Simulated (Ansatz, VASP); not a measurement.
**One calculation of Zr, two programs**

INCAR

```
SYSTEM = Zr
PREC = Accurate
ENCUT = 600
EDIFF = 1E-6
ISMEAR = 0
SIGMA = 0.1
LREAL = .False.
LASPH = .True.
NELM = 80
ALGO = Normal
ISIF = 3
LWAVE = .False.
LCHARG = .False.
GGA = PS
IBRION = 2
NSW = 80
EDIFFG = -0.01
```

KPOINTS

```
regular mesh
0
Gamma
  16 16 16
  0 0 0
```

POSCAR

```
Zr
1.0
   -1.7673332993      1.7673332993      1.7673332993
    1.7673332993     -1.7673332993      1.7673332993
    1.7673332993      1.7673332993     -1.7673332993
Zr
1
Direct
    0.0000000000      0.0000000000      0.0000000000
```

Input for Ansatz:

```yaml
crystal:
  lattice:
    - [-1.7673333012, 1.7673333012, 1.7673333012]
    - [1.7673333012, -1.7673333012, 1.7673333012]
    - [1.7673333012, 1.7673333012, -1.7673333012]
  atoms:
    - { symbol: Zr, position: [0.0, 0.0, 0.0] }
basis:
  ecutwfc: 420
kpoints:
  mp_grid: { grid: [16, 16, 16] }
hamiltonian:
  xc: pbesol
scf:
  occupations: { method: gaussian, width: 0.1 }
output:
  forces: true
  stress: true
  eigenvalues: true
  write_density: true
  write_potential: true
  elf: true
  volumetric_format: npy
relax:
  adjacent_minimum: "off"
  f_tol: 0.01
  max_steps: 60
  cell: { stress_tol: 0.1 }
```

Alike in both runs: task relaxation of cell and atoms; functional PBEsol; k mesh 16 × 16 × 16; occupations gaussian, width 0.1 eV; no spin polarisation.

```csv
,VASP,Ansatz
version,VASP 6.6.1,Ansatz 0.2.0
potentials or method,"VASP PAW PBE potentials, release 64 (Zr_sv), cutoff 600 eV","scalar-relativistic, plane waves, PAW"
valence electrons in the cell,12,12
```

```csv
,VASP,Ansatz,Ansatz less VASP
"gap on the k mesh at the Fermi level, each at its own relaxed structure (eV)",none,none,-
relaxed volume (Å³/atom),21.85,21.83,-0.020
relaxed cell length with the largest relative difference (Å),3.050,3.049,-0.0009
```

VASP's potentials were made for PBE, not for PBEsol. A gap of «none» marks a metal or a gap that the smearing closes.
